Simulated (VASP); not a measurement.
The system is NiMoIrPdW.

```
Ni Mo Pd Ir W
1.0
     2.34460   -1.43138    0.00906
     2.34460    1.43138    0.00906
    -2.20600    0.00000   10.92374
Ni Mo Pd Ir W
1 1 1 1 1
Direct
  0.49838 0.49838 0.29525
  0.31773 0.31773 0.91207
  0.24733 0.24733 0.49061
  0.74982 0.74982 0.10802
  0.68673 0.68673 0.69406
```

Base run:

| Property | Result |
| --- | --- |
| Program | VASP 6.6.1 |
| Functional | PBE |
| Potentials or basis | VASP PAW PBE potentials, release 64 (Ni, Mo_sv, Pd, Ir, W_sv) |
| Cutoff | 520 eV |
| k mesh | 8 × 8 × 2 |
| Occupations | fermi-dirac, width 0.05 eV |
| Spin | collinear spin, ferromagnetic start |
| Starting moments | [1.0, 1.0, 0.0, 0.6, 0.0] μB |

Its results: pressure 0.2 GPa; net moment 0.00 μB per cell; largest force 0.107 eV/Å.

Task: The run is repeated on the same cell with these changes: further incar settings from ALGO = Normal; EDIFF = 1e-06; NBANDS = 40 to ALGO = Normal; EDIFF = 1e-07; NBANDS = 40; dispersion from none to D3(BJ). What comes out?

Result: Pressure -6.5 GPa; net moment 0.00 μB per cell; largest force 0.076 eV/Å.

Caveats: three body term missing (at least some runs); the cell stands under tension (at least some runs).
